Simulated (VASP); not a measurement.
Si:

```xyz
3
Lattice="4.3943 0.0000 0.0000 -2.1971 3.8056 0.0000 0.0000 0.0000 2.6937" Properties=species:S:1:pos:R:3 pbc="T T T"
Si    0.0000    0.0000    0.0000
Si    0.0000    2.5370    1.3469
Si    2.1971    1.2685    1.3469
```

This isn't the form of Si at room conditions, which is diamond.

| Item | Value |
| --- | --- |
| Program | VASP 6.6.1 |
| Task | relaxation of cell and atoms |
| Functional | PBE |
| Potentials or basis | VASP PAW PBE potentials, release 64 (Si) |
| Cutoff | 600 eV |
| k mesh | 8 × 8 × 12 |
| Occupations | fermi-dirac, width 0.1 eV |
| Spin | no spin polarisation |

At the start: pressure -1.6 GPa; volume 15.02 Å³/atom.

Problem. Where does the relaxation end?

Solution. Over 12 steps the energy falls by 18.2 meV/atom and the volume is 14.81 Å³/atom (-1.4 %); space group P6/mmm (No. 191, to 0.1 Å) before and after.

Step by step:
```
step  energy change (eV)  largest force (eV/Å)  pressure (GPa)  volume (Å³)
   1              0.0000                0.0000           -1.60        45.05
   2             -0.0166                0.0000            0.41        44.07
   3             -0.0241                0.0000            3.18        42.91
   4             -0.0284                0.0000            3.52        42.79
   5             -0.0304                0.0000            3.93        42.66
   6             -0.0375                0.0000            3.25        42.94
   7             -0.0512                0.0000            1.32        43.78
   8             -0.0478                0.0000           -2.02        45.48
   9             -0.0545                0.0000           -0.19        44.50
  10             -0.0545                0.0000           -0.12        44.46
  11             -0.0546                0.0000           -0.08        44.45
  12             -0.0547                0.0000            0.01        44.42
```

Final structure:
```cif
data_structure
_symmetry_space_group_name_H-M 'P 1'
_symmetry_Int_Tables_number 1
_cell_length_a 4.4743
_cell_length_b 4.4743
_cell_length_c 2.5622
_cell_angle_alpha 90.000
_cell_angle_beta 90.000
_cell_angle_gamma 120.000
_cell_volume 44.42
loop_
_atom_site_label
_atom_site_type_symbol
_atom_site_fract_x
_atom_site_fract_y
_atom_site_fract_z
_atom_site_occupancy
Si1 Si 0.00000 0.00000 0.00000 1
Si2 Si 0.33333 0.66667 0.50000 1
Si3 Si 0.66667 0.33333 0.50000 1
```
